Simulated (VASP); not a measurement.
# ZrS (Fmmm) in VASP: a series of runs

ZrS is run at these levels: PBEsol; tasks: single point.

Everything below comes from runs of VASP 6.6.1. Logs are shortened: lines on timing, memory, paths and dates and some standing lists are left out, and cuts for length are marked.

**1. The cell of the first run**

The structure is orthorhombic, space group Fmmm (No. 69). The conventional cell has a = 4.848 Å, b = 5.124 Å, c = 5.528 Å, α = 90.00°, β = 90.00°, γ = 90.00°. Zr (site symmetry mmm) has 6 S at 2.42 to 2.76 Å within 3.2 Å. Within 3.2 Å of S (site symmetry mmm) lie 6 Zr at 2.42 to 2.76 Å.

**2. Single point, PBEsol**

The input, INCAR:

```
PREC = Accurate
ENCUT = 520
EDIFF = 1E-7
ISMEAR = 0
SIGMA = 0.15
LREAL = False
LASPH = True
NELM = 100
ALGO = Normal
ISIF = 2
LWAVE = False
LCHARG = False
GGA = PS
NBANDS = 16
```

The input, KPOINTS:

```
Automatic mesh
0
Gamma
  16 16 16
```

The input, POSCAR:

```
ZrS
1.0
    0.0000000000      2.5619346569      2.7642130512
    2.4239823420      0.0000000000      2.7642130512
    2.4239823420      2.5619346569      0.0000000000
Zr S
1 1
Direct
    0.0000000000      0.0000000000      0.0000000000
    0.5000000000      0.5000000000      0.5000000000
```

Potentials or basis: VASP PAW PBE potentials, release 64 (Zr_sv, S).

On the command line:

```
$ cat potpaw_PBE.64/Zr_sv/POTCAR potpaw_PBE.64/S/POTCAR > POTCAR
$ mpirun -np 1 vasp_std > vasp.out
```

OUTCAR:

```text
PREC = Accurate
   ENCUT = 520
   EDIFF = 1E-7
   ISMEAR = 0
   LREAL = False
   LASPH = True
   NELM = 100
   ISIF = 2
   GGA = PS

 ion  position               nearest neighbor table
   1  0.000  0.000  0.000-   2 2.42   2 2.42   2 2.56   2 2.56   2 2.76   2 2.76
   2  0.500  0.500  0.500-   1 2.42   1 2.42   1 2.56   1 2.56   1 2.76   1 2.76

  LATTYP: Found a face centered orthorhombic cell.
 ALAT       =     4.8479646840
 B/A-ratio  =     1.0569114356
 C/A-ratio  =     1.1403602259

  Lattice vectors:

 A1 = (   0.0000000000,   2.5619346569,   2.7642130512)
 A2 = (   2.4239823420,   0.0000000000,   2.7642130512)
 A3 = (   2.4239823420,   2.5619346569,   0.0000000000)

Analysis of symmetry for initial positions (statically):
=====================================================================
 Subroutine PRICEL returns:
 Original cell was already a primitive cell.

 Routine SETGRP: Setting up the symmetry group for a
 face centered orthorhombic supercell.

 Subroutine GETGRP returns: Found  8 space group operations
 (whereof  8 operations were pure point group operations)
 out of a pool of  8 trial point group operations.

The static configuration has the point symmetry D_2h.

Analysis of symmetry for dynamics (positions and initial velocities):
=====================================================================
 Subroutine PRICEL returns:
 Original cell was already a primitive cell.

 Routine SETGRP: Setting up the symmetry group for a
 face centered orthorhombic supercell.

 Subroutine GETGRP returns: Found  8 space group operations
 (whereof  8 operations were pure point group operations)
 out of a pool of  8 trial point group operations.

The dynamic configuration has the point symmetry D_2h.

 Subroutine INISYM returns: Found  8 space group operations
 (whereof  8 operations are pure point group operations),
 and found     1 'primitive' translations

----------------------------------------------------------------------------------------

                                     Primitive cell

  volume of cell :      34.3320

  direct lattice vectors                    reciprocal lattice vectors
     0.000000000  2.561934657  2.764213051    -0.206272130  0.195165009  0.180883308
     2.423982342  0.000000000  2.764213051     0.206272130 -0.195165009  0.180883308
     2.423982342  2.561934657  0.000000000     0.206272130  0.195165009 -0.180883308

  length of vectors
     3.768870252  3.676488023  3.526924947     0.336684338  0.336684338  0.336684338

  position of ions in fractional coordinates (direct lattice)
     0.000000000  0.000000000  0.000000000
     0.500000000  0.500000000  0.500000000

  ion indices of the primitive-cell ions
   primitive index   ion index
                 1           1
                 2           2

----------------------------------------------------------------------------------------

 KPOINTS: Automatic mesh

Automatic generation of k-mesh.
 Grid dimensions read from file:
 generate k-points for:   16   16   16

 Generating k-lattice:

  Cartesian coordinates                     Fractional coordinates (reciprocal lattice)
    -0.012892008  0.012197813  0.011305207     0.062500000  0.000000000  0.000000000
     0.012892008 -0.012197813  0.011305207     0.000000000  0.062500000  0.000000000
     0.012892008  0.012197813 -0.011305207     0.000000000  0.000000000  0.062500000

  Length of vectors
     0.021042771  0.021042771  0.021042771

  Shift w.r.t. Gamma in fractional coordinates (k-lattice)
     0.000000000  0.000000000  0.000000000

 Subroutine IBZKPT returns following result:
 ===========================================

 Found    621 irreducible k-points:

 Following reciprocal coordinates:
            Coordinates               Weight
  0.000000  0.000000  0.000000      1.000000
  0.062500 -0.000000 -0.000000      8.000000
  0.125000 -0.000000 -0.000000      8.000000
  0.187500  0.000000 -0.000000      8.000000
  0.250000 -0.000000 -0.000000      8.000000
  0.312500  0.000000 -0.000000      8.000000
[... 16 lines left out ...]
 -0.125000  0.062500  0.000000      8.000000
 -0.062500  0.062500  0.000000      4.000000
 [... further k-points ...]
   k-points           NKPTS =    621   k-points in BZ     NKDIM =    621   number of bands    NBANDS=     16
   number of dos      NEDOS =    301   number of ions     NIONS =      2
   total plane-waves  NPLWV =  21952
   dimension x,y,z NGX =    28 NGY =   28 NGZ =   28
   dimension x,y,z NGXF=    56 NGYF=   56 NGZF=   56
   ions per type =               1   1
   NGX,Y,Z   is equivalent  to a cutoff of  12.35, 12.66, 13.20 a.u.
   NGXF,Y,Z  is equivalent  to a cutoff of  24.70, 25.32, 26.40 a.u.
 SYSTEM =  unknown system
   PREC   = accura    normal or accurate (medium, high low for compatibility)
   ISTART =      0    job   : 0-new  1-cont  2-samecut
   ICHARG =      2    charge: 1-file 2-atom 10-const
   ISPIN  =      1    spin polarized calculation?
   LNONCOLLINEAR =      F non collinear calculations
   LSORBIT =      F    spin-orbit coupling
   LASPH  =      T    aspherical Exc in radial PAW
   ENCUT  =  520.0 eV  38.22 Ry    6.18 a.u.   7.01  6.84  6.56*2*pi/ulx,y,z
   NELM   =    100;   NELMIN=  2; NELMDL= -5     # of ELM steps
   EDIFF  = 0.1E-06   stopping-criterion for ELM
   LREAL  =      F    real-space projection
   EDIFFG = 0.1E-05   stopping-criterion for IOM
   NSW    =      0    number of steps for IOM
   IBRION =     -1    ionic relax: 0-MD 1-quasi-New 2-CG
   NFREE  =      0    steps in history (QN), initial steepest desc. (CG)
   ISIF   =      2    stress and relaxation
   ISYM   =      2    0-nonsym 1-usesym 2-fastsym
   POTIM  = 0.5000    time-step for ionic-motion
   TEBEG  =    0.0;   TEEND  =   0.0 temperature during run
   PSTRESS=    0.0 pullay stress
   NELECT =      18.0000    total number of electrons
   NUPDOWN=      -1.0000    fix difference up-down
   EMIN   =  10.00;   EMAX   =-10.00  energy-range for DOS
   EFERMI =   0.00;   METHOD = LEGACY
   ISMEAR =     0;   SIGMA  =   0.15  broadening in eV -4-tet -1-fermi 0-gaus
   EFERMI_NEDOS =   21; number of points for ismear=-14 and -15
   IALGO  =     38    algorithm
   IMIX   =      4    mixing-type and parameters
     AMIX     =   0.40;   BMIX     =  1.00
     AMIX_MAG =   1.60;   BMIX_MAG =  1.00
  volume/ion in A,a.u.               =      17.17       115.84
  Fermi-wavevector in a.u.,A,eV,Ry     =   1.320077  2.494584 23.709564  1.742604
  Thomas-Fermi vector in A             =   2.449929
   LORBIT       =      0    0 simple, 1 ext, 2 COOP (PROOUT), +10 PAW based schemes
   GGA     = PS    functional components
   LHFCALC =     F    Hartree Fock is set to
   AEXX    =    0.0000 exact exchange contribution
   IVDW    =     0    specifies the selected vdW correction
   LEPSILON=     F    determine dielectric tensor
   LRPA    =     F    only Hartree local field effects (RPA)
 non-spin polarized calculation
 Gauss-broadening in eV      SIGMA  =   0.15
  energy-cutoff  :      520.00
  volume of cell :       34.33
 maximum number of plane-waves:       946
   NGX = 13   NGY = 13   NGZ = 13

 number of electron      17.9999999 magnetization

 Free energy of the ion-electron system (eV)
  ---------------------------------------------------
  ext. energy  EPLUGINS =         0.00000000
  ---------------------------------------------------
  free energy    TOTEN  =       -16.23610453 eV

  energy without entropy =      -16.22260117  energy(sigma->0) =      -16.22935285

 E-fermi :  11.1894     XC(G=0): -11.6916

 val. band max:       11.1869222201   @ k =  -0.3125   0.0000   0.0625
 cond. band min:      11.1955418233   @ k =  -0.3750   0.1875   0.3125
 fundamental gap:      0.0086196031
 Fermi energy:        11.1893949671

 k-point     1 :       0.0000    0.0000    0.0000
  band No.  band energies     occupation
      1     -38.4828      2.00000
      2     -16.5630      2.00000
      3     -16.4876      2.00000
      4     -16.4524      2.00000
      5      -4.8464      2.00000
      6       7.5408      2.00000
[... 8 lines left out ...]
     15      18.4917      0.00000
     16      23.2801      0.00000

 k-point     2 :       0.0625   -0.0000   -0.0000
  band No.  band energies     occupation
      1     -38.4814      2.00000
      2     -16.5727      2.00000
      3     -16.4946      2.00000
      4     -16.4571      2.00000
      5      -4.7873      2.00000
      6       7.2669      2.00000
[... 8 lines left out ...]
     15      18.6746      0.00000
     16      22.9980      0.00000

 k-point     3 :       0.1250   -0.0000   -0.0000
  band No.  band energies     occupation
      1     -38.4775      2.00000
      2     -16.6096      2.00000
      3     -16.5078      2.00000
      4     -16.4676      2.00000
      5      -4.6159      2.00000
      6       6.5892      2.00000
[... 8 lines left out ...]
     15      19.1419      0.00000
     16      22.2612      0.00000

 k-point     4 :       0.1875    0.0000   -0.0000
  band No.  band energies     occupation
      1     -38.4716      2.00000
      2     -16.6779      2.00000
      3     -16.5159      2.00000
      4     -16.4804      2.00000
      5      -4.3495      2.00000
      6       5.7504      2.00000
[... 8 lines left out ...]
     15      19.5059      0.00000
     16      21.6674      0.00000

 k-point     5 :       0.2500   -0.0000   -0.0000
  band No.  band energies     occupation
      1     -38.4646      2.00000
      2     -16.7631      2.00000
      3     -16.5198      2.00000
      4     -16.4943      2.00000
      5      -4.0160      2.00000
      6       4.9046      2.00000
[... 8 lines left out ...]
     15      19.3322      0.00000
     16      21.0015      0.00000

 k-point     6 :       0.3125    0.0000   -0.0000
  band No.  band energies     occupation
      1     -38.4577      2.00000
      2     -16.8484      2.00000
      3     -16.5218      2.00000
      4     -16.5078      2.00000
      5      -3.6547      2.00000
      6       4.1340      2.00000
[... 8 lines left out ...]
     15      19.1284      0.00000
     16      20.0029      0.00000

 k-point     7 :       0.3750    0.0000   -0.0000
  band No.  band energies     occupation
      1     -38.4518      2.00000
      2     -16.9199      2.00000
      3     -16.5231      2.00000
      4     -16.5189      2.00000
      5      -3.3176      2.00000
      6       3.5039      2.00000
[... 8 lines left out ...]
     15      18.1996      0.00000
     16      19.2676      0.00000

 k-point     8 :       0.4375   -0.0000   -0.0000
  band No.  band energies     occupation
      1     -38.4478      2.00000
      2     -16.9671      2.00000
      3     -16.5271      2.00000
      4     -16.5230      2.00000
      5      -3.0705      2.00000
      6       3.0819      2.00000
[... 8 lines left out ...]
     15      17.4858      0.00000
     16      18.5841      0.00000

 k-point     9 :       0.5000   -0.0000   -0.0000
  band No.  band energies     occupation
      1     -38.4464      2.00000
      2     -16.9836      2.00000
      3     -16.5295      2.00000
      4     -16.5233      2.00000
      5      -2.9784      2.00000
      6       2.9317      2.00000
[... 8 lines left out ...]
     15      17.9830      0.00000
     16      18.1901      0.00000
[... 172 lines left out ...]
 k-point    19 :      -0.3750    0.0625    0.0000
  band No.  band energies     occupation
      1     -38.4490      2.00000
      2     -16.9501      2.00000
      3     -16.5288      2.00000
      4     -16.5206      2.00000
      5      -3.1624      2.00000
      6       3.2814      2.00000
[... 8 lines left out ...]
     15      17.6763      0.00000
     16      19.0029      0.00000

 k-point    20 :      -0.3125    0.0625    0.0000
  band No.  band energies     occupation
      1     -38.4539      2.00000
      2     -16.8959      2.00000
      3     -16.5178      2.00000
      4     -16.5168      2.00000
      5      -3.4441      2.00000
      6       3.7873      2.00000
[... 8 lines left out ...]
     15      18.5326      0.00000
     16      19.9432      0.00000

 k-point    21 :      -0.2500    0.0625    0.0000
  band No.  band energies     occupation
      1     -38.4603      2.00000
      2     -16.8217      2.00000
      3     -16.5149      2.00000
      4     -16.5022      2.00000
      5      -3.7881      2.00000
      6       4.4664      2.00000
[... 8 lines left out ...]
     15      19.1904      0.00000
     16      20.5029      0.00000

 k-point    22 :      -0.1875    0.0625    0.0000
  band No.  band energies     occupation
      1     -38.4673      2.00000
      2     -16.7387      2.00000
      3     -16.5124      2.00000
      4     -16.4862      2.00000
      5      -4.1348      2.00000
      6       5.2493      2.00000
[... 8 lines left out ...]
     15      19.4502      0.00000
     16      21.5109      0.00000

 k-point    23 :      -0.1250    0.0625    0.0000
  band No.  band energies     occupation
      1     -38.4737      2.00000
      2     -16.6608      2.00000
      3     -16.5093      2.00000
      4     -16.4712      2.00000
      5      -4.4378      2.00000
      6       6.0601      2.00000
[... 8 lines left out ...]
     15      19.4111      0.00000
     16      22.1432      0.00000

 k-point    24 :      -0.0625    0.0625    0.0000
  band No.  band energies     occupation
      1     -38.4787      2.00000
      2     -16.6024      2.00000
      3     -16.5036      2.00000
      4     -16.4602      2.00000
      5      -4.6631      2.00000
      6       6.8096      2.00000
[... 8 lines left out ...]
     15      18.9837      0.00000
     16      22.6243      0.00000

 [... further k-points ...]

------------------------ aborting loop because EDIFF is reached ----------------------------------------

  FORCE on cell =-STRESS in cart. coord.  units (eV):
  Direction    XX          YY          ZZ          XY          YZ          ZX
  --------------------------------------------------------------------------------------
  -------------------------------------------------------------------------------------
  Total        6.0199824      0.5636227     -2.7050245      0.0000000      0.0000000      0.0000000
  in kB      280.9356100     26.3026832   -126.2358702      0.0000000      0.0000000      0.0000000
  external PRESSURE =      60.3341410 kB  Pullay stress =       0.0000000 kB

 VOLUME and BASIS-vectors are now :
 -----------------------------------------------------------------------------
  energy-cutoff  :      520.00
  volume of cell :       34.33
      direct lattice vectors                 reciprocal lattice vectors
     0.000000000  2.561934657  2.764213051    -0.206272130  0.195165009  0.180883308
     2.423982342  0.000000000  2.764213051     0.206272130 -0.195165009  0.180883308
     2.423982342  2.561934657  0.000000000     0.206272130  0.195165009 -0.180883308

 POSITION                                       TOTAL-FORCE (eV/Angst)
 -----------------------------------------------------------------------------------
      0.00000      0.00000      0.00000         0.000000     -0.000000      0.000000
      2.42398      2.56193      2.76421        -0.000000      0.000000     -0.000000
 -----------------------------------------------------------------------------------
    total drift:                               -0.000000      0.000000      0.000000

  FREE ENERGIE OF THE ION-ELECTRON SYSTEM (eV)
  ---------------------------------------------------
  free  energy   TOTEN  =       -16.2361045320 eV

  energy  without entropy=      -16.2226011736  energy(sigma->0) =      -16.22935285
```

Run time: 3 min. Hardware: 1 thread of Intel Xeon 6975P-C (Granite Rapids), shared host; peak memory 0.42 GiB.

Results:

```
Free energy            : -16.2361 eV
Pressure               : 6.0 GPa
Band gap on the k mesh : zero (bands 9 and 10 overlap by 2.91 eV)
```

Stress tensor (GPa, compression positive):
```
 28.09   0.00   0.00
  0.00   2.63   0.00
  0.00   0.00 -12.62
```

Caveat: the cell differs from its parent crystal (strain +e along x and -e along y -0.0267, strain +e along z and -e/2 along x and y +0.0700); the stress differs along the axes, from -13 to 28 GPa; the PAW data sets were made with another functional, which shifts forces and pressure a little.

**3. Single point, PBEsol**

The input, INCAR:

```
ALGO = Normal
EDIFF = 1E-6
ENCUT = 520
GGA = PS
ISIF = 2
ISMEAR = 0
LASPH = T
LCHARG = T
LELF = T
LREAL = F
LVHAR = T
LWAVE = F
NBANDS = 16
NELM = 100
PREC = Accurate
SIGMA = 0.15
```

The input, KPOINTS:

```
k-points
0
Gamma
  16 16 16
```

The input, POSCAR:

```
ZrS
1.0
    0.0000000000      2.6478319317      2.5231840067
    2.5791141119      0.0000000000      2.5231840067
    2.5791141119      2.6478319317      0.0000000000
Zr S
1 1
Direct
    0.0000000000      0.0000000000      0.0000000000
    0.5000000000      0.5000000000      0.5000000000
```

Potentials or basis: VASP PAW PBE potentials, release 64 (Zr_sv, S).

On the command line:

```
$ cat potpaw_PBE.64/Zr_sv/POTCAR potpaw_PBE.64/S/POTCAR > POTCAR
$ mpirun -np 1 vasp_std > vasp.out
```

Wall time 3 min (1 thread of Intel Xeon 6975P-C (Granite Rapids), shared host); peak memory 0.43 GiB.

The run converged. Its results:

```
Free energy            : -16.4819 eV
Pressure               : 1.0 GPa
Band gap on the k mesh : zero (bands 9 and 10 overlap by 2.95 eV)
```

Stress tensor (GPa, compression positive):
```
 0.45  0.00  0.00
 0.00 -6.24  0.00
 0.00  0.00  8.65
```

Levels at points of the mesh, in eV from the Fermi level:
| k point | band 7 | band 8 | band 9 | band 10 | band 11 | band 12 |
| --- | --- | --- | --- | --- | --- | --- |
| (0.00, 0.00, 0.00) | -3.51 | -3.43 | -1.73 | -1.44 | -1.20 | -0.87 |
| (0.50, 0.00, 0.00) | -6.17 | -6.14 | 1.52 | 1.69 | 1.92 | 1.99 |
| (0.50, 0.50, 0.00) | -4.59 | -4.57 | -3.66 | 0.65 | 2.41 | 2.64 |
| (0.50, 0.00, 0.50) | -4.37 | -4.32 | -3.70 | 0.42 | 2.51 | 2.63 |
| (0.00, 0.50, 0.50) | -4.50 | -4.43 | -3.67 | 0.52 | 2.37 | 2.73 |

Caveat: the cell differs from its parent crystal (strain +e along x and -e along y -0.0133, strain +e along z and -e/2 along x and y -0.0233); the stress differs along the axes, from -6 to 9 GPa; the PAW data sets were made with another functional, which shifts forces and pressure a little.

(Continued in part 2 of 2.)
